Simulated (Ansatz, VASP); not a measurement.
One calculation of KF, two programs

File INCAR:

```
PREC = Accurate ; ENCUT = 520
EDIFF = 1E-7 ; ISMEAR = 0
SIGMA = 0.01 ; LREAL = F
LASPH = T ; NELM = 60
ALGO = Normal ; ISIF = 2
LWAVE = F ; LCHARG = F
NBANDS = 15
```

Contents of KPOINTS:

```
Automatic mesh
0
Gamma
  6 6 6
```

The input POSCAR:

```
KF
1.0
    3.2589550000      0.0000000000      0.0000000000
    0.0000000000      3.2589550000      0.0000000000
    0.0000000000      0.0000000000      3.2589550000
K F
1 1
Direct
    0.0000000000      0.0000000000      0.0000000000
    0.5000000000      0.5000000000      0.5000000000
```

Input for Ansatz:

```yaml
crystal:
  lattice:
    - [3.258955, 0.0, 0.0]
    - [0.0, 3.258955, 0.0]
    - [0.0, 0.0, 3.258955]
  atoms:
    - { symbol: K, position: [0.0, 0.0, 0.0] }
    - { symbol: F, position: [0.5, 0.5, 0.5] }
basis:
  ecutwfc: 421.77648681281397
kpoints:
  mp_grid:
    grid: [6, 6, 6]
hamiltonian:
  xc: lda
scf:
  occupations:
    method: fixed
output:
  stress: true
  eigenvalues: true
```

Alike in both runs: task single point; functional LDA; k mesh 6 × 6 × 6; no spin polarisation.

```csv
,VASP,Ansatz
version,VASP 6.6.1,Ansatz 0.2.0
potentials or method,"VASP PAW LDA potentials, release 64 (K_sv, F), cutoff 520 eV","plane waves, PAW"
occupations,"gaussian, width 0.01 eV",fixed
valence electrons in the cell,16,16
```

Ansatz gave:

| Property | Result |
| --- | --- |
| gap on the k mesh at the Fermi level (eV) | 5.93 |
| pressure (GPa) | -5.8 |

Problem. Which values does VASP return?

Solution. gap on the k mesh at the Fermi level (eV): 5.91; pressure (GPa): -5.7.

LDA's correlation is that of Perdew and Zunger in VASP and of Perdew and Wang (1992) in Ansatz.
